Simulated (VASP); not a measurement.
Input of a VASP 6.6.1 run:

INCAR

```
PREC     = Accurate       # precision mode
ENCUT    = 600            # plane-wave cutoff, eV
EDIFF    = 1E-6           # SCF threshold, eV
ISMEAR   = -1             # smearing method
SIGMA    = 0.1            # smearing width, eV
LREAL    = F              # projectors in reciprocal space
LASPH    = T              # aspherical terms in the spheres
NELM     = 200            # most SCF steps
ALGO     = Normal         # electronic algorithm
ISIF     = 2              # what is computed and relaxed
LWAVE    = F              # write WAVECAR
LCHARG   = T              # write CHGCAR
ISPIN    = 2              # spin polarisation
MAGMOM   = 1              # initial moments
LORBIT   = 11             # projections on sites
LMAXMIX  = 4              # l up to which the mixer works
GGA      = PE             # functional
LELF     = T              # ELF
LVHAR    = T            
NBANDS   = 15             # bands
GGA_COMPAT= F
```

File KPOINTS:

```
regular mesh
0
Gamma
  4 4 4
```

Contents of POSCAR:

```
Ni
1.0
    0.0000000000      1.7620000000      1.7620000000
    1.7620000000      0.0000000000      1.7620000000
    1.7620000000      1.7620000000      0.0000000000
Ni
1
Direct
    0.0000000000      0.0000000000      0.0000000000
```

Potentials or basis: VASP PAW PBE potentials, release 64 (Ni).

The run is started by

```console
$ cat potpaw_PBE.64/Ni/POTCAR > POTCAR
$ mpirun -np 1 vasp_std > vasp.out
```

Task: Estimate the site moments.

Result: Ni +0.60 μB.

Task: What does it give for the net moment?

Result: 0.58 μB per cell.

Caveat: the k points lie up to 0.77 Å⁻¹ apart.
